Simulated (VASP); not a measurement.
Write the native input for VASP 6.6.1 that does the following.

| Property | Result |
| --- | --- |
| Task | single point |
| Functional | PBE |
| Potentials or basis | VASP PAW PBE potentials, release 64 (In_d, Ru_pv) |
| Cutoff | 520 eV |
| k mesh | 6 × 6 × 6 |
| Occupations | gaussian, width 0.1 eV |
| Spin | no spin polarisation |
| Dipole correction | no |
| Further INCAR settings | ALGO = Fast; EDIFF = 1e-06; NBANDS = 28 |

The structure of InRu2 lies in POSCAR:

```
InRu2
1.0
    0.0000000000      2.8915338500      2.8915338500
    2.8915338500      0.0000000000      2.8915338500
    2.8915338500      2.8915338500      0.0000000000
In Ru
1 2
Direct
    0.0000000000      0.0000000000      0.0000000000
    0.7500000000      0.7500000000      0.7500000000
    0.5000000000      0.5000000000      0.5000000000
```

The input as run:

INCAR

```
SYSTEM = InRu2
PREC     = Accurate       ! precision mode
ENCUT    = 520            ! plane-wave cutoff, eV
EDIFF    = 1E-6           ! SCF threshold, eV
ISMEAR   = 0              ! smearing method
SIGMA    = 0.1            ! smearing width, eV
LREAL    = .False.        ! projectors in reciprocal space
LASPH    = .True.         ! aspherical terms in the spheres
NELM     = 60             ! most SCF steps
ALGO     = Fast           ! electronic algorithm
ISIF     = 2              ! what is computed and relaxed
LWAVE    = .False.        ! write WAVECAR
LCHARG   = .True.         ! write CHGCAR
GGA      = PE             ! functional
LELF     = .True.         ! ELF
LVHAR    = .True.       
NBANDS   = 28             ! bands
```

KPOINTS

```
Automatic mesh
0
Gamma
  6 6 6
  0 0 0
```

Potentials or basis: VASP PAW PBE potentials, release 64 (In_d, Ru_pv).

The run is started by

```console
$ cat potpaw_PBE.64/In_d/POTCAR potpaw_PBE.64/Ru_pv/POTCAR > POTCAR
$ mpirun -np 1 vasp_std > vasp.out
```

It gave:

```json
{"Pressure": "31.9 GPa"}
```

Wall time 34 s on 1 thread of Intel(R) Xeon(R) Platinum 8259CL CPU @ 2.50GHz (Skylake/Cascade Lake), on a shared host, peak memory 0.17 GiB.
